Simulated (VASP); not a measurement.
# ZnSe (Stilleite) (F-43m) in VASP: settings compared, part 2 of 2

VASP 6.6.1.

### Step 4. Relaxation of cell and atoms, RPBE+D3(BJ)

Contents of INCAR:

```
SYSTEM = ZnSe
PREC = Accurate ; ENCUT = 600
EDIFF = 1E-7 ; ISMEAR = -1
SIGMA = 0.05 ; LREAL = .FALSE.
LASPH = .TRUE. ; NELM = 60
ALGO = Normal ; ISIF = 3
LWAVE = .FALSE. ; LCHARG = .FALSE.
GGA = RP ; IVDW = 12
IBRION = 2 ; NSW = 80
EDIFFG = -0.01
```

Contents of KPOINTS:

```
regular mesh
0
G
  8 8 8
  0 0 0
```

Contents of POSCAR:

```
ZnSe
1.0
    0.0000000000      2.8338000000      2.8338000000
    2.8338000000      0.0000000000      2.8338000000
    2.8338000000      2.8338000000      0.0000000000
Se Zn
1 1
Direct
    0.7500000000      0.7500000000      0.7500000000
    0.0000000000      0.0000000000      0.0000000000
```

Potentials or basis: VASP PAW PBE potentials, release 64 (Se, Zn).

Launch:

```console
$ cat potpaw_PBE.64/Se/POTCAR potpaw_PBE.64/Zn/POTCAR > POTCAR
$ mpirun -np 1 vasp_std > vasp.out
```

OUTCAR:

```text
SYSTEM = ZnSe
   PREC = Accurate
   ENCUT = 600
   EDIFF = 1E-7
   ISMEAR = -1
   LREAL = .FALSE.
   LASPH = .TRUE.
   NELM = 60
   ISIF = 3
   GGA = RP
   IVDW = 12
   IBRION = 2
   NSW = 80
   EDIFFG = -0.01
 IVDW          = 12

 ion  position               nearest neighbor table
   1  0.750  0.750  0.750-   2 2.45   2 2.45   2 2.45   2 2.45
   2  0.000  0.000  0.000-   1 2.45   1 2.45   1 2.45   1 2.45

  LATTYP: Found a face centered cubic cell.
 ALAT       =     5.6676000000

  Lattice vectors:

 A1 = (   0.0000000000,   2.8338000000,   2.8338000000)
 A2 = (   2.8338000000,   0.0000000000,   2.8338000000)
 A3 = (   2.8338000000,   2.8338000000,   0.0000000000)

Analysis of symmetry for initial positions (statically):
=====================================================================
 Subroutine PRICEL returns:
 Original cell was already a primitive cell.

 Routine SETGRP: Setting up the symmetry group for a
 face centered cubic supercell.

 Subroutine GETGRP returns: Found 24 space group operations
 (whereof 24 operations were pure point group operations)
 out of a pool of 48 trial point group operations.

The static configuration has the point symmetry T_d .

Analysis of symmetry for dynamics (positions and initial velocities):
=====================================================================
 Subroutine PRICEL returns:
 Original cell was already a primitive cell.
[... 153 lines left out ...]
  ---------------------------------------------------
  free energy    TOTEN  =        -5.34458191 eV

  energy without entropy =       -5.34458191  energy(sigma->0) =       -5.34458191

------------------------ aborting loop because EDIFF is reached ----------------------------------------

 Edisp (eV)   -2.47647

 E8    (eV) :    -1.4890
[... 71 lines left out ...]
--------------------------------------- Ionic step        3  -------------------------------------------

 number of electron      18.0000013 magnetization

 Free energy of the ion-electron system (eV)
  ---------------------------------------------------
  ext. energy  EPLUGINS =         0.00000000
  ---------------------------------------------------
  free energy    TOTEN  =        -5.16004575 eV

  energy without entropy =       -5.16004575  energy(sigma->0) =       -5.16004575

 E-fermi :   3.4470     XC(G=0):  -9.5290

 val. band max:        2.5013302015   @ k =   0.0000   0.0000   0.0000
 cond. band min:       4.3076628698   @ k =   0.0000   0.0000   0.0000
 fundamental gap:      1.8063326682
 Fermi energy:         3.4469942852

 k-point     1 :       0.0000    0.0000    0.0000
  band No.  band energies     occupation
      1     -11.3125      2.00000
      2      -4.3556      2.00000
      3      -4.3556      2.00000
      4      -4.3556      2.00000
      5      -3.8991      2.00000
      6      -3.8991      2.00000
      7       2.5013      2.00000
      8       2.5013      2.00000
      9       2.5013      2.00000
     10       4.3077      0.00000
     11       8.3087      0.00000
     12       8.3087      0.00000
     13       8.3087      0.00000
[... 354 lines left out ...]
  band No.  band energies     occupation
      1     -10.2143      2.00000
      2      -4.2393      2.00000
      3      -4.1866      2.00000
      4      -3.9473      2.00000
      5      -3.8920      2.00000
      6      -3.6483      2.00000
      7      -2.8560      2.00000
      8      -0.1863      2.00000
      9       0.8209      2.00000
     10       7.0551      0.00000
     11       8.0691      0.00000
     12      10.1862      0.00000
     13      11.5475      0.00000

 [... further k-points ...]

------------------------ aborting loop because EDIFF is reached ----------------------------------------

 Edisp (eV)   -2.72672

 E8    (eV) :    -1.6354
[... 25 lines left out ...]
  FREE ENERGIE OF THE ION-ELECTRON SYSTEM (eV)
  ---------------------------------------------------
  free  energy   TOTEN  =        -7.8867674722 eV

  energy  without entropy=       -7.8867674720  energy(sigma->0) =       -7.88676747

 reached required accuracy - stopping structural energy minimisation
```

OSZICAR:

```text
N       E                     dE             d eps       ncg     rms          rms(c)
DAV:   1     0.925877831867E+02    0.92588E+02   -0.98821E+03   754   0.176E+03
DAV:   2     0.736962924095E+00   -0.91851E+02   -0.87649E+02   784   0.291E+02
DAV:   3    -0.553628458727E+01   -0.62732E+01   -0.62352E+01   924   0.735E+01
[... 32 lines left out ...]
DAV:   6    -0.516004117492E+01   -0.28976E-05   -0.14066E-04   844   0.235E-01    0.158E-02
DAV:   7    -0.516004613284E+01   -0.49579E-05   -0.21853E-05   889   0.927E-02    0.910E-03
DAV:   8    -0.516004560553E+01    0.52731E-06   -0.47512E-06   869   0.455E-02    0.137E-03
DAV:   9    -0.516004573281E+01   -0.12729E-06   -0.28169E-07   786   0.517E-03    0.657E-04
DAV:  10    -0.516004575294E+01   -0.20130E-07   -0.41146E-08   587   0.193E-03
   3 F= -.78867675E+01 E0= -.78867675E+01  d E =-.657113E-01
```

Wall time 41 s (1 thread of Intel Xeon 6975P-C (Granite Rapids), shared host); peak memory 0.21 GiB.

What came out:

- Free energy: -7.8868 eV
- Relaxed volume: 20.89 Å³/atom
- Relaxed cell: a = 3.895 Å, b = 3.895 Å, c = 3.895 Å, α = 60.00°, β = 60.00°, γ = 60.00°
- Space group after relaxing (to 0.05 Å): F-43m (No. 216)
- Energy gained by relaxing: 32.9 meV/atom
- Ionic steps: 3
- Pressure after relaxing: 0.0 GPa
- Band gap on the k mesh: 1.81 eV, direct
- Dispersion energy per atom: -1.363 eV

Step by step:
```tsv
step	energy change (eV)	largest force (eV/Å)	pressure (GPa)	volume (Å³)
1	0.0000	0.0000	-5.21	45.51
2	-0.0603	0.0000	1.84	40.81
3	-0.0657	0.0000	0.02	41.77
```

Final structure:
```
CELL_PARAMETERS angstrom
0.00000 2.75397 2.75397
2.75397 0.00000 2.75397
2.75397 2.75397 0.00000
ATOMIC_POSITIONS crystal
Se 0.75000 0.75000 0.75000
Zn 0.00000 0.00000 0.00000
```

Caveat: the PAW data sets were made with another functional, which shifts forces and pressure a little.

### Step 5. Single point, RPBE

Contents of INCAR:

```
  PREC = Accurate
  ENCUT = 500
  EDIFF = 1E-6
  ISMEAR = 0
  SIGMA = 0.01
  LREAL = F
  LASPH = T
  NELM = 120
  ALGO = Normal
  ISIF = 2
  LWAVE = F
  LCHARG = F
  GGA = RP
  NBANDS = 16
  GGA_COMPAT = F
```

Contents of KPOINTS:

```
Automatic mesh
0
Gamma
  8 8 8
```

POSCAR is that of step 4.

Potentials or basis: VASP PAW PBE potentials, release 64 (Se, Zn).

Launch:

```console
$ cat potpaw_PBE.64/Se/POTCAR potpaw_PBE.64/Zn/POTCAR > POTCAR
$ mpirun -np 1 vasp_std > vasp.out
```

OUTCAR:

```text
PREC = Accurate
   ENCUT = 500
   EDIFF = 1E-6
   ISMEAR = 0
   LREAL = F
   LASPH = T
   NELM = 120
   ISIF = 2
   GGA = RP

 ion  position               nearest neighbor table
   1  0.750  0.750  0.750-   2 2.45   2 2.45   2 2.45   2 2.45
   2  0.000  0.000  0.000-   1 2.45   1 2.45   1 2.45   1 2.45

  LATTYP: Found a face centered cubic cell.
 ALAT       =     5.6676000000

  Lattice vectors:

 A1 = (   0.0000000000,   2.8338000000,   2.8338000000)
 A2 = (   2.8338000000,   0.0000000000,   2.8338000000)
 A3 = (   2.8338000000,   2.8338000000,   0.0000000000)

Analysis of symmetry for initial positions (statically):
=====================================================================
 Subroutine PRICEL returns:
 Original cell was already a primitive cell.

 Routine SETGRP: Setting up the symmetry group for a
 face centered cubic supercell.

 Subroutine GETGRP returns: Found 24 space group operations
 (whereof 24 operations were pure point group operations)
 out of a pool of 48 trial point group operations.

The static configuration has the point symmetry T_d .

Analysis of symmetry for dynamics (positions and initial velocities):
=====================================================================
 Subroutine PRICEL returns:
 Original cell was already a primitive cell.

 Routine SETGRP: Setting up the symmetry group for a
 face centered cubic supercell.

 Subroutine GETGRP returns: Found 24 space group operations
 (whereof 24 operations were pure point group operations)
 out of a pool of 48 trial point group operations.

The dynamic configuration has the point symmetry T_d .

 Subroutine INISYM returns: Found 24 space group operations
 (whereof 24 operations are pure point group operations),
 and found     1 'primitive' translations

----------------------------------------------------------------------------------------

                                     Primitive cell

  volume of cell :      45.5132

  direct lattice vectors                    reciprocal lattice vectors
     0.000000000  2.833800000  2.833800000    -0.176441527  0.176441527  0.176441527
     2.833800000  0.000000000  2.833800000     0.176441527 -0.176441527  0.176441527
     2.833800000  2.833800000  0.000000000     0.176441527  0.176441527 -0.176441527

  length of vectors
     4.007598393  4.007598393  4.007598393     0.305605690  0.305605690  0.305605690

  position of ions in fractional coordinates (direct lattice)
     0.750000000  0.750000000  0.750000000
     0.000000000  0.000000000  0.000000000

  ion indices of the primitive-cell ions
   primitive index   ion index
                 1           1
                 2           2

----------------------------------------------------------------------------------------

 KPOINTS: Automatic mesh

Automatic generation of k-mesh.
 Grid dimensions read from file:
 generate k-points for:    8    8    8

 Generating k-lattice:

  Cartesian coordinates                     Fractional coordinates (reciprocal lattice)
    -0.022055191  0.022055191  0.022055191     0.125000000  0.000000000  0.000000000
     0.022055191 -0.022055191  0.022055191     0.000000000  0.125000000  0.000000000
     0.022055191  0.022055191 -0.022055191     0.000000000  0.000000000  0.125000000

  Length of vectors
     0.038200711  0.038200711  0.038200711

  Shift w.r.t. Gamma in fractional coordinates (k-lattice)
     0.000000000  0.000000000  0.000000000

 Subroutine IBZKPT returns following result:
 ===========================================

 Found     29 irreducible k-points:

 Following reciprocal coordinates:
            Coordinates               Weight
  0.000000  0.000000  0.000000      1.000000
  0.125000  0.000000  0.000000      8.000000
  0.250000  0.000000  0.000000      8.000000
  0.375000  0.000000  0.000000      8.000000
  0.500000  0.000000  0.000000      4.000000
  0.125000  0.125000  0.000000      6.000000
[... 16 lines left out ...]
  0.500000  0.250000  0.125000     48.000000
 -0.375000  0.250000  0.125000     24.000000
 [... further k-points ...]
   k-points           NKPTS =     29   k-points in BZ     NKDIM =     29   number of bands    NBANDS=     16
   number of dos      NEDOS =    301   number of ions     NIONS =      2
   total plane-waves  NPLWV =  27000
   dimension x,y,z NGX =    30 NGY =   30 NGZ =   30
   dimension x,y,z NGXF=    60 NGYF=   60 NGZF=   60
   ions per type =               1   1
   NGX,Y,Z   is equivalent  to a cutoff of  12.44, 12.44, 12.44 a.u.
   NGXF,Y,Z  is equivalent  to a cutoff of  24.89, 24.89, 24.89 a.u.
 SYSTEM =  unknown system
   PREC   = accura    normal or accurate (medium, high low for compatibility)
   ISTART =      0    job   : 0-new  1-cont  2-samecut
   ICHARG =      2    charge: 1-file 2-atom 10-const
   ISPIN  =      1    spin polarized calculation?
   LNONCOLLINEAR =      F non collinear calculations
   LSORBIT =      F    spin-orbit coupling
   LASPH  =      T    aspherical Exc in radial PAW
   ENCUT  =  500.0 eV  36.75 Ry    6.06 a.u.   7.31  7.31  7.31*2*pi/ulx,y,z
   NELM   =    120;   NELMIN=  2; NELMDL= -5     # of ELM steps
   EDIFF  = 0.1E-05   stopping-criterion for ELM
   LREAL  =      F    real-space projection
   EDIFFG = 0.1E-04   stopping-criterion for IOM
   NSW    =      0    number of steps for IOM
   IBRION =     -1    ionic relax: 0-MD 1-quasi-New 2-CG
   NFREE  =      0    steps in history (QN), initial steepest desc. (CG)
   ISIF   =      2    stress and relaxation
   ISYM   =      2    0-nonsym 1-usesym 2-fastsym
   POTIM  = 0.5000    time-step for ionic-motion
   TEBEG  =    0.0;   TEEND  =   0.0 temperature during run
   PSTRESS=    0.0 pullay stress
   NELECT =      18.0000    total number of electrons
   NUPDOWN=      -1.0000    fix difference up-down
   EMIN   =  10.00;   EMAX   =-10.00  energy-range for DOS
   EFERMI =   0.00;   METHOD = LEGACY
   ISMEAR =     0;   SIGMA  =   0.01  broadening in eV -4-tet -1-fermi 0-gaus
   EFERMI_NEDOS =   21; number of points for ismear=-14 and -15
   IALGO  =     38    algorithm
   IMIX   =      4    mixing-type and parameters
     AMIX     =   0.40;   BMIX     =  1.00
     AMIX_MAG =   1.60;   BMIX_MAG =  1.00
  volume/ion in A,a.u.               =      22.76       153.57
  Fermi-wavevector in a.u.,A,eV,Ry     =   1.201673  2.270834 19.647073  1.444019
  Thomas-Fermi vector in A             =   2.337476
   LORBIT       =      0    0 simple, 1 ext, 2 COOP (PROOUT), +10 PAW based schemes
   GGA     = RP    functional components
   LHFCALC =     F    Hartree Fock is set to
   AEXX    =    0.0000 exact exchange contribution
   IVDW    =     0    specifies the selected vdW correction
   LEPSILON=     F    determine dielectric tensor
   LRPA    =     F    only Hartree local field effects (RPA)
 non-spin polarized calculation
 Gauss-broadening in eV      SIGMA  =   0.01
  energy-cutoff  :      500.00
  volume of cell :       45.51
 maximum number of plane-waves:      1174
 NGX is ok and might be reduce to    30
   NGX = 15   NGY = 15   NGZ = 15

 number of electron      18.0000012 magnetization

 Free energy of the ion-electron system (eV)
  ---------------------------------------------------
  ext. energy  EPLUGINS =         0.00000000
  ---------------------------------------------------
  free energy    TOTEN  =        -5.34492583 eV

  energy without entropy =       -5.34492583  energy(sigma->0) =       -5.34492583

 E-fermi :   1.7714     XC(G=0):  -9.1141

 val. band max:        1.7289529629   @ k =   0.0000   0.0000   0.0000
 cond. band min:       3.1807355486   @ k =   0.0000   0.0000   0.0000
 fundamental gap:      1.4517825856
 Fermi energy:         1.7714218324

 k-point     1 :       0.0000    0.0000    0.0000
  band No.  band energies     occupation
      1     -11.4912      2.00000
      2      -4.7749      2.00000
      3      -4.7749      2.00000
      4      -4.7749      2.00000
      5      -4.4019      2.00000
      6      -4.4019      2.00000
[... 8 lines left out ...]
     15      13.1805      0.00000
     16      13.1805      0.00000
[... 419 lines left out ...]
 k-point    24 :      -0.3750    0.2500    0.1250
  band No.  band energies     occupation
      1     -10.5756      2.00000
      2      -4.6701      2.00000
      3      -4.6331      2.00000
      4      -4.4328      2.00000
      5      -4.3947      2.00000
      6      -4.1922      2.00000
[... 8 lines left out ...]
     15      14.5991      0.00000
     16      15.4033      0.00000

 [... further k-points ...]

------------------------ aborting loop because EDIFF is reached ----------------------------------------

  FORCE on cell =-STRESS in cart. coord.  units (eV):
  Direction    XX          YY          ZZ          XY          YZ          ZX
  --------------------------------------------------------------------------------------
  -------------------------------------------------------------------------------------
  Total        1.3051519      1.3051519      1.3051519      0.0000000      0.0000000      0.0000000
  in kB       45.9445552     45.9445552     45.9445552      0.0000000      0.0000000      0.0000000
  external PRESSURE =      45.9445552 kB  Pullay stress =       0.0000000 kB

 VOLUME and BASIS-vectors are now :
 -----------------------------------------------------------------------------
  energy-cutoff  :      500.00
  volume of cell :       45.51
      direct lattice vectors                 reciprocal lattice vectors
     0.000000000  2.833800000  2.833800000    -0.176441527  0.176441527  0.176441527
     2.833800000  0.000000000  2.833800000     0.176441527 -0.176441527  0.176441527
     2.833800000  2.833800000  0.000000000     0.176441527  0.176441527 -0.176441527

 POSITION                                       TOTAL-FORCE (eV/Angst)
 -----------------------------------------------------------------------------------
      4.25070      4.25070      4.25070         0.000000      0.000000      0.000000
      0.00000      0.00000      0.00000        -0.000000     -0.000000     -0.000000
 -----------------------------------------------------------------------------------
    total drift:                                0.000000      0.000000      0.000000

  FREE ENERGIE OF THE ION-ELECTRON SYSTEM (eV)
  ---------------------------------------------------
  free  energy   TOTEN  =        -5.3449258342 eV

  energy  without entropy=       -5.3449258342  energy(sigma->0) =       -5.34492583
```

stdout:

```text
POSCAR found type information on POSCAR SeZn
 POSCAR found :  2 types and       2 ions
 scaLAPACK will be used
 -----------------------------------------------------------------------------
|                                                                             |
|                                                                             |
|     You enforced a specific xc type in the INCAR file but a different       |
|     I HOPE YOU KNOW WHAT YOU ARE DOING!                                     |
|                                                                             |
 -----------------------------------------------------------------------------

 LDA part: xc-table for (Slater+PW92), standard interpolation
 POSCAR, INCAR and KPOINTS ok, starting setup
 FFT: planning ... GRIDC
 FFT: planning ... GRID_SOFT
 FFT: planning ... GRID
 WAVECAR not read
 entering main loop
```

Wall time 16 s (1 thread of Intel Xeon Platinum 8488C (Sapphire Rapids), shared host); peak memory 0.17 GiB.

Results:

- Free energy: -5.3449 eV
- Pressure: 4.6 GPa
- Band gap on the k mesh: 1.45 eV, direct

Caveat: the PAW data sets were made with another functional, which shifts forces and pressure a little.

### Step 6. Single point, PBE-based screened hybrid

POSCAR is that of step 5.

Contents of INCAR.step1:

```
SYSTEM = ZnSe
ALGO = Normal
EDIFF = 1E-5
ENCUT = 520
GGA = PE
ISIF = 2
ISMEAR = -1
LASPH = .True.
LCHARG = .False.
LREAL = .False.
LWAVE = .True.
NBANDS = 16
NELM = 100
PREC = Accurate
SIGMA = 0.05
```

Contents of INCAR.step2:

```
SYSTEM = ZnSe
AEXX = 0.25
ALGO = Normal
EDIFF = 1E-6
ENCUT = 520
GGA = PE
HFSCREEN = 0.2
ISIF = 2
ISMEAR = -1
ISTART = 1
LASPH = .True.
LCHARG = .False.
LHFCALC = .True.
LREAL = .False.
LWAVE = .False.
NBANDS = 16
NELM = 100
PREC = Accurate
PRECFOCK = Normal
SIGMA = 0.05
```

Contents of KPOINTS:

```
k-points
0
Gamma
  4 4 4
  0 0 0
```

Potentials or basis: VASP PAW PBE potentials, release 64 (Se, Zn).

Launch:

```console
$ cat potpaw_PBE.64/Se/POTCAR potpaw_PBE.64/Zn/POTCAR > POTCAR
$ cp INCAR.step1 INCAR
$ mpirun -np 1 vasp_std > vasp.out
$ cp INCAR.step2 INCAR
$ mpirun -np 1 vasp_std > vasp.out
```

Run time: 8.5 min. Hardware: 1 thread of Intel Xeon 6975P-C, shared host; peak memory 0.28 GiB.

Results (log left out):

* Free energy: -7.3956 eV
* Pressure: 1.4 GPa
* Band gap on the k mesh: 2.45 eV, direct

Levels at points of the mesh, in eV from the valence-band top:
| k point | band 6 | band 7 | band 8 | band 9 | band 10 | band 11 | band 12 | band 13 |
| --- | --- | --- | --- | --- | --- | --- | --- | --- |
| (0.00, 0.00, 0.00) | -7.86 | 0.00 | 0.00 | 0.00 | 2.45 | 6.96 | 6.96 | 6.96 |
| (0.50, 0.00, 0.00) | -7.68 | -5.53 | -0.91 | -0.91 | 3.68 | 7.51 | 7.51 | 9.77 |
| (0.50, 0.50, 0.00) | -7.63 | -5.13 | -2.31 | -2.31 | 3.88 | 4.52 | 12.21 | 12.84 |

Caveat: the k points lie up to 0.48 Å⁻¹ apart; the PAW data sets were made with another functional, which shifts forces and pressure a little.

### Step 7. Summary

```tsv
task	level	cell	k mesh	cutoff (eV)	smearing	grid for exact exchange (PRECFOCK)	share of exact exchange	screening parameter	gap on the mesh (eV)	pressure (GPa)	relaxed volume (Å³/atom)
relaxation of cell and atoms	RPBE+D4	relaxed	8 × 8 × 8	600	fermi-dirac 0.05 eV	-	-	-	1.49	0.0	22.55
relaxation of cell and atoms	PBEsol	relaxed	8 × 8 × 8	600	fermi-dirac 0.05 eV	-	-	-	1.23	0.0	22.44
relaxation of cell and atoms	RPBE+D3(BJ)	relaxed	8 × 8 × 8	600	fermi-dirac 0.05 eV	-	-	-	1.81	0.0	20.89
single point	RPBE	as given	8 × 8 × 8	500	gaussian 0.01 eV	-	-	-	1.45	4.6	-
single point	PBE-based screened hybrid	as given	4 × 4 × 4	520	fermi-dirac 0.05 eV	Normal	0.25	0.2 1/Å	2.45	1.4	-
```

Alike in all rows: potentials or basis VASP PAW PBE potentials, release 64 (Se, Zn); no spin polarisation.

Caveats: some runs use coarse meshes; the PAW data sets were made with another functional, which shifts forces and pressure a little.

Absolute energies hang on the potentials; compare differences alone.
